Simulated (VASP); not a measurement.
Input of a VASP 6.6.1 run:

The input INCAR:

```
PREC = Accurate
ENCUT = 520
EDIFF = 1E-6
ISMEAR = 0
SIGMA = 0.02
LREAL = Auto
LASPH = True
NELM = 100
ALGO = Normal
ISIF = 2
LWAVE = False
LCHARG = False
GGA = PS
NBANDS = 48
```

File KPOINTS:

```
regular mesh
0
Gamma
  2 2 2
```

The input POSCAR:

```
Si
1.0
    0.0000000000      5.4300000000      5.4300000000
    5.4300000000      0.0000000000      5.4300000000
    5.4300000000      5.4300000000      0.0000000000
Si
17
Direct
    0.0024986188      0.0025437385      0.0025934622
    0.1251646409      0.1254143646      0.1257051565
    0.0019061694      0.0019232965      0.4944297422
    0.1280873849      0.1280676796      0.6223592081
    0.0020069061      0.4941277164      0.0020476059
    0.1281273481      0.6222678637      0.1280833333
   -0.0012348066      0.5004541436      0.5004854512
    0.1279670350      0.6219305709      0.6220556169
    0.4938686924      0.0021134438      0.0021372007
    0.6221826888      0.1281478821      0.1281233886
    0.5004579190     -0.0012855433      0.5005220074
    0.6218830571      0.1279508287      0.6221169429
    0.5004957643      0.5005285451     -0.0013451197
    0.6219501842      0.6220586556      0.1279350829
    0.5003087477      0.5003164825      0.5003266114
    0.6249785451      0.6249402394      0.6248945672
    0.8751828729      0.8754071823      0.8756631676
```

Potentials or basis: VASP PAW PBE potentials, release 64 (Si).

Run with:

```sh
$ cat potpaw_PBE.64/Si/POTCAR > POTCAR
$ mpirun -np 1 vasp_std > vasp.out
```

(1) Estimate the largest force.

(2) What does it give for the band gap on the k mesh?

## Answers

(1) 0.024 eV/Å.

(2) zero (bands 34 and 35 overlap by 0.25 eV).

Caveat: the k points lie up to 0.50 Å⁻¹ apart; the PAW data sets were made with another functional, which shifts forces and pressure a little.
